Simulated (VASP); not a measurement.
# LaNi2Ge2 (I4/mmm) in VASP: single point with LDA

Aim: the single point of LaNi2Ge2 with LDA.

Program: VASP 6.6.1. These are calculated values, not measurements. Logs are shortened: lines on timing, memory, paths and dates and some standing lists are left out, and cuts for length are marked.

## Step 1: The cell of the first run

The structure is tetragonal, space group I4/mmm (No. 139). Conventional cell: a = 4.117 Å, b = 4.117 Å, c = 9.690 Å, α = 90.00°, β = 90.00°, γ = 90.00°. La (site symmetry 4/mmm) has 8 Ni at 3.18 Å and 10 Ge at 3.19 to 3.53 Å and 4 La at 4.12 Å within 4.2 Å. Ni (site symmetry -4m2) has 4 Ge at 2.34 Å and 4 Ni at 2.91 Å within 3.1 Å. Within 3.1 Å of Ge (site symmetry 4mm) lie 4 Ni at 2.34 Å and 1 Ge at 2.62 Å.

## Step 2: Single point, LDA

INCAR

```
PREC = Accurate
ENCUT = 520
EDIFF = 1E-6
ISMEAR = 0
SIGMA = 0.05
LREAL = F
LASPH = T
NELM = 100
ALGO = Normal
ISIF = 2
LWAVE = F
LCHARG = T
GGA = CA
LELF = T
LVHAR = T
NBANDS = 38
```

KPOINTS

```
Automatic mesh
0
Gamma
  16 16 16
```

POSCAR

```
LaNi2Ge2
1.0
   -2.0585559406      2.0585559406      4.8452270439
    2.0585559406     -2.0585559406      4.8452270439
    2.0585559406      2.0585559406     -4.8452270439
La Ni Ge
1 2 2
Direct
    0.0000000000      0.0000000000      0.0000000000
    0.7500000000      0.2500000000      0.5000000000
    0.2500000000      0.7500000000      0.5000000000
    0.3646570374      0.3646570374      0.0000000000
    0.6353429626      0.6353429626      0.0000000000
```

Potentials or basis: VASP PAW LDA potentials, release 64 (La, Ni, Ge_d).

Run with:

```
cat potpaw_LDA.64/La/POTCAR potpaw_LDA.64/Ni/POTCAR potpaw_LDA.64/Ge_d/POTCAR > POTCAR
mpirun -np 1 vasp_std > vasp.out
```

OUTCAR:

```text
PREC = Accurate
   ENCUT = 520
   EDIFF = 1E-6
   ISMEAR = 0
   LREAL = F
   LASPH = T
   NELM = 100
   ISIF = 2
   GGA = CA

 ion  position               nearest neighbor table
   1  0.000  0.000  0.000-   2 3.18   3 3.18   2 3.18   3 3.18   2 3.18   3 3.18   2 3.18   3 3.18
                             5 3.19   4 3.19   5 3.19   4 3.19   5 3.19   4 3.19   5 3.19   4 3.19
   2  0.750  0.250  0.500-   5 2.34   4 2.34   4 2.34   5 2.34   3 2.91   3 2.91   3 2.91   3 2.91
                             1 3.18   1 3.18   1 3.18   1 3.18
   3  0.250  0.750  0.500-   5 2.34   4 2.34   4 2.34   5 2.34   2 2.91   2 2.91   2 2.91   2 2.91
                             1 3.18   1 3.18   1 3.18   1 3.18
   4  0.365  0.365  0.000-   2 2.34   3 2.34   3 2.34   2 2.34   5 2.62   1 3.19   1 3.19   1 3.19
                             1 3.19
   5  0.635  0.635  0.000-   2 2.34   3 2.34   3 2.34   2 2.34   4 2.62   1 3.19   1 3.19   1 3.19
                             1 3.19

  LATTYP: Found a body centered tetragonal cell.
 ALAT       =     4.1171118812
 C/A-ratio  =     2.3537019074

  Lattice vectors:

 A1 = (  -2.0585559406,   2.0585559406,   4.8452270439)
 A2 = (   2.0585559406,  -2.0585559406,   4.8452270439)
 A3 = (   2.0585559406,   2.0585559406,  -4.8452270439)

Analysis of symmetry for initial positions (statically):
=====================================================================
 Subroutine PRICEL returns:
 Original cell was already a primitive cell.

 Routine SETGRP: Setting up the symmetry group for a
 body centered tetragonal supercell.

 Subroutine GETGRP returns: Found 16 space group operations
 (whereof 16 operations were pure point group operations)
 out of a pool of 16 trial point group operations.

The static configuration has the point symmetry D_4h.

Analysis of symmetry for dynamics (positions and initial velocities):
=====================================================================
 Subroutine PRICEL returns:
 Original cell was already a primitive cell.

 Routine SETGRP: Setting up the symmetry group for a
 body centered tetragonal supercell.

 Subroutine GETGRP returns: Found 16 space group operations
 (whereof 16 operations were pure point group operations)
 out of a pool of 16 trial point group operations.

The dynamic configuration has the point symmetry D_4h.

 Subroutine INISYM returns: Found 16 space group operations
 (whereof 16 operations are pure point group operations),
 and found     1 'primitive' translations

----------------------------------------------------------------------------------------

                                     Primitive cell

  volume of cell :      82.1296

  direct lattice vectors                    reciprocal lattice vectors
    -2.058555941  2.058555941  4.845227044     0.000000000  0.242888712  0.103194339
     2.058555941 -2.058555941  4.845227044     0.242888712  0.000000000  0.103194339
     2.058555941  2.058555941 -4.845227044     0.242888712  0.242888712  0.000000000

  length of vectors
     5.652568463  5.652568463  5.652568463     0.263901492  0.263901492  0.343496510

  position of ions in fractional coordinates (direct lattice)
     0.000000000  0.000000000  0.000000000
     0.750000000  0.250000000  0.500000000
     0.250000000  0.750000000  0.500000000
     0.364657037  0.364657037  0.000000000
     0.635342963  0.635342963  0.000000000

  ion indices of the primitive-cell ions
   primitive index   ion index
                 1           1
                 2           2
                 3           3
                 4           4
                 5           5

----------------------------------------------------------------------------------------

 KPOINTS: Automatic mesh

Automatic generation of k-mesh.
 Grid dimensions read from file:
 generate k-points for:   16   16   16

 Generating k-lattice:

  Cartesian coordinates                     Fractional coordinates (reciprocal lattice)
     0.000000000  0.015180544  0.006449646     0.062500000  0.000000000  0.000000000
     0.015180544  0.000000000  0.006449646     0.000000000  0.062500000  0.000000000
     0.015180544  0.015180544  0.000000000     0.000000000  0.000000000  0.062500000

  Length of vectors
     0.016493843  0.016493843  0.021468532

  Shift w.r.t. Gamma in fractional coordinates (k-lattice)
     0.000000000  0.000000000  0.000000000

 Subroutine IBZKPT returns following result:
 ===========================================

 Found    349 irreducible k-points:

 Following reciprocal coordinates:
            Coordinates               Weight
  0.000000  0.000000  0.000000      1.000000
  0.062500  0.000000  0.000000      8.000000
  0.125000  0.000000  0.000000      8.000000
  0.187500  0.000000  0.000000      8.000000
  0.250000  0.000000  0.000000      8.000000
  0.312500  0.000000  0.000000      8.000000
[... 16 lines left out ...]
 -0.125000  0.062500  0.000000     16.000000
 -0.062500  0.062500  0.000000      4.000000
 [... further k-points ...]
   k-points           NKPTS =    349   k-points in BZ     NKDIM =    349   number of bands    NBANDS=     38
   number of dos      NEDOS =    301   number of ions     NIONS =      5
   total plane-waves  NPLWV =  74088
   dimension x,y,z NGX =    42 NGY =   42 NGZ =   42
   dimension x,y,z NGXF=    84 NGYF=   84 NGZF=   84
   ions per type =               1   2   2
   NGX,Y,Z   is equivalent  to a cutoff of  12.35, 12.35, 12.35 a.u.
   NGXF,Y,Z  is equivalent  to a cutoff of  24.70, 24.70, 24.70 a.u.
 SYSTEM =  unknown system
   PREC   = accura    normal or accurate (medium, high low for compatibility)
   ISTART =      0    job   : 0-new  1-cont  2-samecut
   ICHARG =      2    charge: 1-file 2-atom 10-const
   ISPIN  =      1    spin polarized calculation?
   LNONCOLLINEAR =      F non collinear calculations
   LSORBIT =      F    spin-orbit coupling
   LASPH  =      T    aspherical Exc in radial PAW
   ENCUT  =  520.0 eV  38.22 Ry    6.18 a.u.  10.51 10.51 10.51*2*pi/ulx,y,z
   NELM   =    100;   NELMIN=  2; NELMDL= -5     # of ELM steps
   EDIFF  = 0.1E-05   stopping-criterion for ELM
   LREAL  =      F    real-space projection
   EDIFFG = 0.1E-04   stopping-criterion for IOM
   NSW    =      0    number of steps for IOM
   IBRION =     -1    ionic relax: 0-MD 1-quasi-New 2-CG
   NFREE  =      0    steps in history (QN), initial steepest desc. (CG)
   ISIF   =      2    stress and relaxation
   ISYM   =      2    0-nonsym 1-usesym 2-fastsym
   POTIM  = 0.5000    time-step for ionic-motion
   TEBEG  =    0.0;   TEEND  =   0.0 temperature during run
   PSTRESS=    0.0 pullay stress
   NELECT =      59.0000    total number of electrons
   NUPDOWN=      -1.0000    fix difference up-down
   EMIN   =  10.00;   EMAX   =-10.00  energy-range for DOS
   EFERMI =   0.00;   METHOD = LEGACY
   ISMEAR =     0;   SIGMA  =   0.05  broadening in eV -4-tet -1-fermi 0-gaus
   EFERMI_NEDOS =   21; number of points for ismear=-14 and -15
   IALGO  =     38    algorithm
   IMIX   =      4    mixing-type and parameters
     AMIX     =   0.40;   BMIX     =  1.00
     AMIX_MAG =   1.60;   BMIX_MAG =  1.00
  volume/ion in A,a.u.               =      16.43       110.85
  Fermi-wavevector in a.u.,A,eV,Ry     =   1.466197  2.770711 29.248904  2.149734
  Thomas-Fermi vector in A             =   2.581963
   LORBIT       =      0    0 simple, 1 ext, 2 COOP (PROOUT), +10 PAW based schemes
   GGA     = CA    functional components
   LHFCALC =     F    Hartree Fock is set to
   AEXX    =    0.0000 exact exchange contribution
   IVDW    =     0    specifies the selected vdW correction
   LEPSILON=     F    determine dielectric tensor
   LRPA    =     F    only Hartree local field effects (RPA)
 non-spin polarized calculation
 Gauss-broadening in eV      SIGMA  =   0.05
  energy-cutoff  :      520.00
  volume of cell :       82.13
 maximum number of plane-waves:      2241
 NGX is ok and might be reduce to    42
   NGX = 21   NGY = 21   NGZ = 21

 number of electron      58.9999993 magnetization

 Free energy of the ion-electron system (eV)
  ---------------------------------------------------
  ext. energy  EPLUGINS =         0.00000000
  ---------------------------------------------------
  free energy    TOTEN  =       -32.85036612 eV

  energy without entropy =      -32.84555754  energy(sigma->0) =      -32.84796183

 E-fermi :   8.8937     XC(G=0): -12.1705

 val. band max:        8.8912482910   @ k =  -0.4375   0.2500   0.0000
 cond. band min:       8.8947822745   @ k =  -0.4375   0.1875   0.0000
 fundamental gap:      0.0035339835
 Fermi energy:         8.8936988326

 k-point     1 :       0.0000    0.0000    0.0000
  band No.  band energies     occupation
      1     -22.9566      2.00000
      2     -15.2967      2.00000
      3     -15.2441      2.00000
      4     -15.2441      2.00000
      5     -15.1984      2.00000
      6     -15.1984      2.00000
[... 30 lines left out ...]
     37      11.6710      0.00000
     38      12.4116      0.00000

 k-point     2 :       0.0625    0.0000    0.0000
  band No.  band energies     occupation
      1     -22.9555      2.00000
      2     -15.2968      2.00000
      3     -15.2444      2.00000
      4     -15.2443      2.00000
      5     -15.1984      2.00000
      6     -15.1982      2.00000
[... 30 lines left out ...]
     37      11.6707      0.00000
     38      12.1175      0.00000

 k-point     3 :       0.1250    0.0000    0.0000
  band No.  band energies     occupation
      1     -22.9524      2.00000
      2     -15.2971      2.00000
      3     -15.2451      2.00000
      4     -15.2448      2.00000
      5     -15.1983      2.00000
      6     -15.1978      2.00000
[... 30 lines left out ...]
     37      11.6699      0.00000
     38      11.9048      0.00000

 k-point     4 :       0.1875    0.0000    0.0000
  band No.  band energies     occupation
      1     -22.9477      2.00000
      2     -15.2975      2.00000
      3     -15.2463      2.00000
      4     -15.2455      2.00000
      5     -15.1982      2.00000
      6     -15.1971      2.00000
[... 30 lines left out ...]
     37      11.6693      0.00000
     38      11.7911      0.00000
[... 703 lines left out ...]
      4     -15.2452      2.00000
      5     -15.1989      2.00000
      6     -15.1973      2.00000
[... 30 lines left out ...]
     37      11.6585      0.00000
     38      11.7754      0.00000

 k-point    23 :      -0.1250    0.0625    0.0000
  band No.  band energies     occupation
      1     -22.9514      2.00000
      2     -15.2970      2.00000
      3     -15.2451      2.00000
      4     -15.2446      2.00000
      5     -15.1988      2.00000
      6     -15.1979      2.00000
[... 30 lines left out ...]
     37      11.6614      0.00000
     38      11.8634      0.00000

 k-point    24 :      -0.0625    0.0625    0.0000
  band No.  band energies     occupation
      1     -22.9545      2.00000
      2     -15.2968      2.00000
      3     -15.2445      2.00000
      4     -15.2443      2.00000
      5     -15.1986      2.00000
      6     -15.1982      2.00000
[... 30 lines left out ...]
     37      11.6636      0.00000
     38      11.9983      0.00000

 [... further k-points ...]
[... 5 lines left out ...]
  --------------------------------------------------------------------------------------
  -------------------------------------------------------------------------------------
  Total        0.1716900      0.1716900      0.0541306      0.0000000      0.0000000      0.0000000
  in kB        3.3493168      3.3493168      1.0559766      0.0000000      0.0000000      0.0000000
  external PRESSURE =       2.5848701 kB  Pullay stress =       0.0000000 kB

 VOLUME and BASIS-vectors are now :
 -----------------------------------------------------------------------------
  energy-cutoff  :      520.00
  volume of cell :       82.13
      direct lattice vectors                 reciprocal lattice vectors
    -2.058555941  2.058555941  4.845227044     0.000000000  0.242888712  0.103194339
     2.058555941 -2.058555941  4.845227044     0.242888712  0.000000000  0.103194339
     2.058555941  2.058555941 -4.845227044     0.242888712  0.242888712  0.000000000

 POSITION                                       TOTAL-FORCE (eV/Angst)
 -----------------------------------------------------------------------------------
      0.00000      0.00000      0.00000        -0.000000     -0.000000      0.000000
      0.00000      2.05856      2.42261        -0.000000     -0.000000     -0.000000
      2.05856      0.00000      2.42261        -0.000000     -0.000000     -0.000000
      0.00000      0.00000      3.53369         0.000000      0.000000      0.028551
      0.00000      0.00000      6.15676        -0.000000     -0.000000     -0.028551
 -----------------------------------------------------------------------------------
    total drift:                               -0.000000     -0.000000      0.000000

  FREE ENERGIE OF THE ION-ELECTRON SYSTEM (eV)
  ---------------------------------------------------
  free  energy   TOTEN  =       -32.8503661206 eV

  energy  without entropy=      -32.8455575351  energy(sigma->0) =      -32.84796183
```

Run time: 15 min. Hardware: 1 thread of Intel Xeon 6975P-C (Granite Rapids), shared host; peak memory 1.1 GiB.

Results:

```yaml
Free_energy: -32.8504 eV
Pressure: 0.3 GPa
Largest_force: 0.029 eV/Å
```

Forces on the atoms (eV/Å):
```
La   0.000  0.000  0.000
Ni   0.000  0.000  0.000
Ni   0.000  0.000  0.000
Ge   0.000  0.000  0.029
Ge   0.000  0.000 -0.029
```

Caveat: spin-orbit coupling is left out, which moves the levels of the heavy elements.
